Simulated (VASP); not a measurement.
Write the native input for VASP 6.6.1 that does the following.

| Item | Value |
| --- | --- |
| Task | relaxation of cell and atoms |
| Functional | PBEsol |
| Potentials or basis | VASP PAW PBE potentials, release 64 (Be) |
| Cutoff | 600 eV |
| k mesh | 8 × 8 × 8 |
| Occupations | methfessel-paxton, width 0.05 eV |
| Spin | no spin polarisation |
| Target pressure | 60 GPa |
| Dipole correction | no |
| Further INCAR settings | ALGO = Normal; EDIFF = 1e-07; IBRION = 2; EDIFFG = -0.03; NSW = 80; ISIF = 3 |

The structure of Be lies in POSCAR:

```
Be
1.0
    0.0000000000      2.1900000000      2.1900000000
    2.1900000000      0.0000000000      2.1900000000
    2.1900000000      2.1900000000      0.0000000000
Be
2
Direct
    1.0000000000      1.0000000000      1.0000000000
    0.2500000000      0.2500000000      0.2500000000
```

This isn't the form of Be at room conditions, which is hcp.

One way to write it, as run:

INCAR

```
PREC = Accurate
ENCUT = 600
EDIFF = 1E-7
ISMEAR = 1
SIGMA = 0.05
LREAL = F
LASPH = T
NELM = 120
ALGO = Normal
ISIF = 3
LWAVE = F
LCHARG = F
GGA = PS
IBRION = 2
NSW = 80
EDIFFG = -0.03
PSTRESS = 600.0
GGA_COMPAT = F
NELMIN = 4
```

KPOINTS

```
Automatic mesh
0
Gamma
  8 8 8
```

Potentials or basis: VASP PAW PBE potentials, release 64 (Be).

Run with:

```console
$ cat potpaw_PBE.64/Be/POTCAR > POTCAR
$ mpirun -np 1 vasp_std > vasp.out
```

It gave:

The relaxed volume is 8.47 Å³/atom. The relaxed cell is a = 2.883 Å, b = 2.883 Å, c = 2.883 Å, α = 60.00°, β = 60.00°, γ = 60.00°. The space group after relaxing (to 0.1 Å) is Fd-3m (No. 227), the energy change on relaxing (the run minimises the enthalpy) is +509.5 meV/atom and the ionic steps are 3. The pressure after relaxing is 59.6 GPa. The band gap on the k mesh is zero (bands 2 and 3 overlap by 8.82 eV).

Caveat: the cell is relaxed towards a set pressure, so the run minimises the enthalpy, not the energy; the volume moved by over 15 % at a fixed basis, so the end points are rough; the PAW data sets were made with another functional, which shifts forces and pressure a little.

It took 6 s on 1 thread of Intel(R) Xeon(R) 6975P-C (Granite Rapids), with other jobs on the host, peak memory 0.15 GiB.
